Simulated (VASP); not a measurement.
# Y (Im-3m) in VASP: further runs

The runs below take Y through single point, with LDA.

All numbers are computed with VASP 6.6.1; they aren't measurements. Logs are shortened: lines on timing, memory, paths and dates and some standing lists are left out, and cuts for length are marked.

### Step 1. The cell of the first run

The structure is cubic, space group Im-3m (No. 229). Conventional cell: a = 3.299 Å, b = 3.299 Å, c = 3.299 Å, α = 90.00°, β = 90.00°, γ = 90.00°. Y (site symmetry m-3m) has 14 Y at 2.86 to 3.30 Å within 3.8 Å.

This isn't the form of Y at room conditions, which is hcp.

### Step 2. Single point, LDA (17.94 Å³/atom)

INCAR

```
SYSTEM = Y
  ALGO = Normal
  EDIFF = 1E-6
  ENCUT = 520
  ISIF = 2
  ISMEAR = -1
  LASPH = .TRUE.
  LCHARG = .TRUE.
  LELF = .TRUE.
  LREAL = .FALSE.
  LVHAR = .TRUE.
  LWAVE = .FALSE.
  NBANDS = 12
  NELM = 60
  PREC = Accurate
  SIGMA = 0.05
```

KPOINTS

```
k-points
0
G
  14 14 14
  0 0 0
```

POSCAR

```
Y
1.0
   -1.6492616208      1.6492616208      1.6492616208
    1.6492616208     -1.6492616208      1.6492616208
    1.6492616208      1.6492616208     -1.6492616208
Y
1
Direct
    0.0000000000      0.0000000000      0.0000000000
```

Potentials or basis: VASP PAW LDA potentials, release 64 (Y_sv).

Command:

```
$ cat potpaw_LDA.64/Y_sv/POTCAR > POTCAR
$ mpirun -np 1 vasp_std > vasp.out
```

OUTCAR:

```text
SYSTEM = Y
   EDIFF = 1E-6
   ENCUT = 520
   ISIF = 2
   ISMEAR = -1
   LASPH = .TRUE.
   LREAL = .FALSE.
   NELM = 60
   PREC = Accurate

 ion  position               nearest neighbor table
   1  0.000  0.000  0.000-

  LATTYP: Found a body centered cubic cell.
 ALAT       =     3.2985232416

  Lattice vectors:

 A1 = (  -1.6492616208,   1.6492616208,   1.6492616208)
 A2 = (   1.6492616208,  -1.6492616208,   1.6492616208)
 A3 = (   1.6492616208,   1.6492616208,  -1.6492616208)

Analysis of symmetry for initial positions (statically):
=====================================================================
 Subroutine PRICEL returns:
 Original cell was already a primitive cell.

 Routine SETGRP: Setting up the symmetry group for a
 body centered cubic supercell.

 Subroutine GETGRP returns: Found 48 space group operations
 (whereof 48 operations were pure point group operations)
 out of a pool of 48 trial point group operations.

The static configuration has the point symmetry O_h .

Analysis of symmetry for dynamics (positions and initial velocities):
=====================================================================
 Subroutine PRICEL returns:
 Original cell was already a primitive cell.

 Routine SETGRP: Setting up the symmetry group for a
 body centered cubic supercell.

 Subroutine GETGRP returns: Found 48 space group operations
 (whereof 48 operations were pure point group operations)
 out of a pool of 48 trial point group operations.

The dynamic configuration has the point symmetry O_h .

 Subroutine INISYM returns: Found 48 space group operations
 (whereof 48 operations are pure point group operations),
 and found     1 'primitive' translations

----------------------------------------------------------------------------------------

                                     Primitive cell

  volume of cell :      17.9444

  direct lattice vectors                    reciprocal lattice vectors
    -1.649261621  1.649261621  1.649261621     0.000000000  0.303165971  0.303165971
     1.649261621 -1.649261621  1.649261621     0.303165971  0.000000000  0.303165971
     1.649261621  1.649261621 -1.649261621     0.303165971  0.303165971  0.000000000

  length of vectors
     2.856604922  2.856604922  2.856604922     0.428741427  0.428741427  0.428741427

  position of ions in fractional coordinates (direct lattice)
     0.000000000  0.000000000  0.000000000

  ion indices of the primitive-cell ions
   primitive index   ion index
                 1           1

----------------------------------------------------------------------------------------

 KPOINTS: k-points

Automatic generation of k-mesh.
 Grid dimensions read from file:
 generate k-points for:   14   14   14

 Generating k-lattice:

  Cartesian coordinates                     Fractional coordinates (reciprocal lattice)
     0.000000000  0.021654712  0.021654712     0.071428571  0.000000000  0.000000000
     0.021654712  0.000000000  0.021654712     0.000000000  0.071428571  0.000000000
     0.021654712  0.021654712  0.000000000     0.000000000  0.000000000  0.071428571

  Length of vectors
     0.030624388  0.030624388  0.030624388

  Shift w.r.t. Gamma in fractional coordinates (k-lattice)
     0.000000000  0.000000000  0.000000000

 Subroutine IBZKPT returns following result:
 ===========================================

 Found    104 irreducible k-points:

 Following reciprocal coordinates:
            Coordinates               Weight
  0.000000  0.000000  0.000000      1.000000
  0.071429  0.000000  0.000000     12.000000
  0.142857  0.000000  0.000000     12.000000
  0.214286  0.000000  0.000000     12.000000
  0.285714  0.000000  0.000000     12.000000
  0.357143  0.000000  0.000000     12.000000
[... 16 lines left out ...]
  0.285714  0.285714  0.000000     24.000000
  0.357143  0.285714  0.000000     24.000000
 [... further k-points ...]
   k-points           NKPTS =    104   k-points in BZ     NKDIM =    104   number of bands    NBANDS=     12
   number of dos      NEDOS =    301   number of ions     NIONS =      1
   total plane-waves  NPLWV =  13824
   dimension x,y,z NGX =    24 NGY =   24 NGZ =   24
   dimension x,y,z NGXF=    48 NGYF=   48 NGZF=   48
   ions per type =               1
   NGX,Y,Z   is equivalent  to a cutoff of  13.97, 13.97, 13.97 a.u.
   NGXF,Y,Z  is equivalent  to a cutoff of  27.93, 27.93, 27.93 a.u.
 SYSTEM =  Y
   PREC   = accura    normal or accurate (medium, high low for compatibility)
   ISTART =      0    job   : 0-new  1-cont  2-samecut
   ICHARG =      2    charge: 1-file 2-atom 10-const
   ISPIN  =      1    spin polarized calculation?
   LNONCOLLINEAR =      F non collinear calculations
   LSORBIT =      F    spin-orbit coupling
   LASPH  =      T    aspherical Exc in radial PAW
   ENCUT  =  520.0 eV  38.22 Ry    6.18 a.u.   5.31  5.31  5.31*2*pi/ulx,y,z
   NELM   =     60;   NELMIN=  2; NELMDL= -5     # of ELM steps
   EDIFF  = 0.1E-05   stopping-criterion for ELM
   LREAL  =      F    real-space projection
   EDIFFG = 0.1E-04   stopping-criterion for IOM
   NSW    =      0    number of steps for IOM
   IBRION =     -1    ionic relax: 0-MD 1-quasi-New 2-CG
   NFREE  =      0    steps in history (QN), initial steepest desc. (CG)
   ISIF   =      2    stress and relaxation
   ISYM   =      2    0-nonsym 1-usesym 2-fastsym
   POTIM  = 0.5000    time-step for ionic-motion
   TEBEG  =    0.0;   TEEND  =   0.0 temperature during run
   PSTRESS=    0.0 pullay stress
   NELECT =      11.0000    total number of electrons
   NUPDOWN=      -1.0000    fix difference up-down
   EMIN   =  10.00;   EMAX   =-10.00  energy-range for DOS
   EFERMI =   0.00;   METHOD = LEGACY
   ISMEAR =    -1;   SIGMA  =   0.05  broadening in eV -4-tet -1-fermi 0-gaus
   EFERMI_NEDOS =   21; number of points for ismear=-14 and -15
   IALGO  =     38    algorithm
   IMIX   =      4    mixing-type and parameters
     AMIX     =   0.40;   BMIX     =  1.00
     AMIX_MAG =   1.60;   BMIX_MAG =  1.00
  volume/ion in A,a.u.               =      17.94       121.09
  Fermi-wavevector in a.u.,A,eV,Ry     =   1.390687  2.628018 26.313822  1.934011
  Thomas-Fermi vector in A             =   2.514598
   LORBIT       =      0    0 simple, 1 ext, 2 COOP (PROOUT), +10 PAW based schemes
   GGA     = CA    functional components
   LHFCALC =     F    Hartree Fock is set to
   AEXX    =    0.0000 exact exchange contribution
   IVDW    =     0    specifies the selected vdW correction
   LEPSILON=     F    determine dielectric tensor
   LRPA    =     F    only Hartree local field effects (RPA)
 non-spin polarized calculation
  energy-cutoff  :      520.00
  volume of cell :       17.94
 maximum number of plane-waves:       496
 NGX is ok and might be reduce to    24
   NGX = 11   NGY = 11   NGZ = 11

 number of electron      11.0000001 magnetization

 Free energy of the ion-electron system (eV)
  ---------------------------------------------------
  ext. energy  EPLUGINS =         0.00000000
  ---------------------------------------------------
  free energy    TOTEN  =        -5.58749450 eV

  energy without entropy =       -5.57291526  energy(sigma->0) =       -5.58020488

 E-fermi :   6.4130     XC(G=0): -12.2921

 val. band max:        6.3923878202   @ k =   0.1429   0.1429   0.1429
 cond. band min:       6.4251986553   @ k =   0.2143   0.2143   0.0714
 fundamental gap:      0.0328108351
 Fermi energy:         6.4130168838

 k-point     1 :       0.0000    0.0000    0.0000
  band No.  band energies     occupation
      1     -35.4298      2.00000
      2     -13.8049      2.00000
      3     -13.8049      2.00000
      4     -13.8049      2.00000
      5       1.7699      2.00000
      6       8.7157      0.00000
      7       8.7157      0.00000
      8       8.7157      0.00000
      9      12.2086      0.00000
     10      12.2086      0.00000
     11      19.1110      0.00000
     12      19.1110      0.00000

 k-point     2 :       0.0714    0.0000    0.0000
  band No.  band energies     occupation
      1     -35.3966      2.00000
      2     -13.9953      2.00000
      3     -13.8561      2.00000
      4     -13.8085      2.00000
      5       2.0573      2.00000
      6       8.5025      0.00000
      7       8.6343      0.00000
      8       8.9840      0.00000
      9      11.8112      0.00000
     10      12.1705      0.00000
     11      19.4188      0.00000
     12      19.5862      0.00000

 k-point     3 :       0.1429    0.0000    0.0000
  band No.  band energies     occupation
      1     -35.3022      2.00000
      2     -14.5030      2.00000
      3     -13.9967      2.00000
      4     -13.8186      2.00000
      5       2.8018      2.00000
      6       7.9722      0.00000
      7       8.3027      0.00000
      8       9.7717      0.00000
      9      11.3457      0.00000
     10      12.1188      0.00000
     11      20.1820      0.00000
     12      20.9013      0.00000

 k-point     4 :       0.2143    0.0000    0.0000
  band No.  band energies     occupation
      1     -35.1625      2.00000
      2     -15.1827      2.00000
      3     -14.1927      2.00000
      4     -13.8335      2.00000
      5       3.6272      2.00000
      6       7.3282      0.00000
      7       7.9265      0.00000
      8      11.0292      0.00000
      9      11.4455      0.00000
     10      12.1712      0.00000
     11      20.8115      0.00000
     12      22.8477      0.00000

 k-point     5 :       0.2857    0.0000    0.0000
  band No.  band energies     occupation
      1     -35.0025      2.00000
      2     -15.8808      2.00000
      3     -14.4014      2.00000
      4     -13.8505      2.00000
      5       3.9459      2.00000
      6       6.7254      0.00386
      7       8.2412      0.00000
      8      11.9394      0.00000
      9      12.4104      0.00000
     10      12.6782      0.00000
     11      20.3340      0.00000
     12      24.1635      0.00000
[... 228 lines left out ...]
      1     -34.7121      2.00000
      2     -16.4896      2.00000
      3     -15.1707      2.00000
      4     -14.1559      2.00000
      5       4.9202      2.00000
      6       6.3422      1.60934
      7       8.2510      0.00000
      8      11.8627      0.00000
      9      13.7887      0.00000
     10      17.4533      0.00000
     11      20.6115      0.00000
     12      22.6008      0.00000

 k-point    22 :       0.3571    0.2143    0.0000
  band No.  band energies     occupation
      1     -34.6538      2.00000
      2     -16.5845      2.00000
      3     -15.3697      2.00000
      4     -14.1771      2.00000
      5       4.7713      2.00000
      6       6.3880      1.24527
      7       8.6257      0.00000
      8      12.1728      0.00000
      9      13.9924      0.00000
     10      18.8947      0.00000
     11      19.9656      0.00000
     12      21.3668      0.00000

 k-point    23 :       0.2857    0.2857    0.0000
  band No.  band energies     occupation
      1     -34.6458      2.00000
      2     -16.4143      2.00000
      3     -15.5893      2.00000
      4     -14.2064      2.00000
      5       5.1401      2.00000
      6       6.5909      0.05546
      7       8.0241      0.00000
      8      12.3837      0.00000
      9      13.6528      0.00000
     10      19.0163      0.00000
     11      20.0724      0.00000
     12      22.5671      0.00000

 k-point    24 :       0.3571    0.2857    0.0000
  band No.  band energies     occupation
      1     -34.6220      2.00000
      2     -16.3052      2.00000
      3     -15.8243      2.00000
      4     -14.2218      2.00000
      5       5.1721      2.00000
      6       6.8583      0.00027
      7       7.7897      0.00000
      8      12.7469      0.00000
      9      13.5852      0.00000
     10      18.9310      0.00000
     11      20.5565      0.00000
     12      21.8105      0.00000

 [... further k-points ...]

------------------------ aborting loop because EDIFF is reached ----------------------------------------

  FORCE on cell =-STRESS in cart. coord.  units (eV):
  Direction    XX          YY          ZZ          XY          YZ          ZX
  --------------------------------------------------------------------------------------
  -------------------------------------------------------------------------------------
  Total        5.3047103      5.3047103      5.3047103      0.0000000      0.0000000      0.0000000
  in kB      473.6347974    473.6347974    473.6347974      0.0000000      0.0000000      0.0000000
  external PRESSURE =     473.6347974 kB  Pullay stress =       0.0000000 kB

 VOLUME and BASIS-vectors are now :
 -----------------------------------------------------------------------------
  energy-cutoff  :      520.00
  volume of cell :       17.94
      direct lattice vectors                 reciprocal lattice vectors
    -1.649261621  1.649261621  1.649261621     0.000000000  0.303165971  0.303165971
     1.649261621 -1.649261621  1.649261621     0.303165971  0.000000000  0.303165971
     1.649261621  1.649261621 -1.649261621     0.303165971  0.303165971  0.000000000

 POSITION                                       TOTAL-FORCE (eV/Angst)
 -----------------------------------------------------------------------------------
      0.00000      0.00000      0.00000         0.000000      0.000000      0.000000
 -----------------------------------------------------------------------------------
    total drift:                                0.000000      0.000000     -0.000000

  FREE ENERGIE OF THE ION-ELECTRON SYSTEM (eV)
  ---------------------------------------------------
  free  energy   TOTEN  =        -5.5874945028 eV

  energy  without entropy=       -5.5729152648  energy(sigma->0) =       -5.58020488
```

It took 28 s on 1 thread of Intel Xeon 8259CL, shared host; peak memory 0.16 GiB.

What came out:

- Free energy: -5.5875 eV
- Pressure: 47.4 GPa
- Band gap on the k mesh: zero (an odd number of electrons rules out a gap without spin polarisation)

Levels at points of the mesh, in eV from the Fermi level:
```tsv
k point	band 2	band 3	band 4	band 5	band 6	band 7	band 8	band 9
(0.00, 0.00, 0.00)	-20.22	-20.22	-20.22	-4.64	2.30	2.30	2.30	5.80
(0.50, 0.00, 0.00)	-23.41	-21.16	-20.29	-3.10	-0.56	4.75	6.23	7.29
(0.50, 0.50, 0.50)	-22.28	-22.28	-22.28	-3.58	-3.58	9.70	9.70	9.70
```

Caveat: the cell stands under pressure.

### Step 3. Single point, LDA (20.94 Å³/atom)

This run uses another cell than the first one, of 20.94 Å³/atom.

INCAR

```
SYSTEM = Y
ALGO = Normal
EDIFF = 1E-6
ENCUT = 520
GGA = CA
ISIF = 2
ISMEAR = -1
LASPH = .TRUE.
LCHARG = .TRUE.
LELF = .TRUE.
LREAL = .FALSE.
LVHAR = .TRUE.
LWAVE = .FALSE.
NBANDS = 12
NELM = 100
PREC = Accurate
SIGMA = 0.05
```

KPOINTS is that of step 2.

POSCAR

```
Y
1.0
   -1.7362215779      1.7362215779      1.7362215779
    1.7362215779     -1.7362215779      1.7362215779
    1.7362215779      1.7362215779     -1.7362215779
Y
1
Direct
    0.0000000000      0.0000000000      0.0000000000
```

Potentials or basis: VASP PAW LDA potentials, release 64 (Y_sv).

Command:

```
$ cat potpaw_LDA.64/Y_sv/POTCAR > POTCAR
$ mpirun -np 1 vasp_std > vasp.out
```

Run time: 28 s. Hardware: 1 thread of Intel Xeon 8259CL, shared host; peak memory 0.16 GiB.

Results (log left out):

| Quantity | Value |
| --- | --- |
| Free energy | -6.2525 eV |
| Pressure | 25.9 GPa |
| Band gap on the k mesh | zero (an odd number of electrons rules out a gap without spin polarisation) |

Levels at points of the mesh, in eV from the Fermi level:
| k point | band 4 | band 5 | band 6 | band 7 | band 8 | band 9 |
| --- | --- | --- | --- | --- | --- | --- |
| (0.00, 0.00, 0.00) | -20.82 | -4.97 | 2.15 | 2.15 | 2.15 | 5.19 |
| (0.50, 0.00, 0.00) | -20.86 | -2.77 | -0.29 | 3.29 | 5.42 | 6.38 |
| (0.50, 0.50, 0.50) | -22.23 | -2.88 | -2.88 | 8.38 | 8.38 | 8.38 |

Caveat: the cell stands under pressure.

The gap in the log of VASP goes by the Fermi energy; the results here count the filled bands.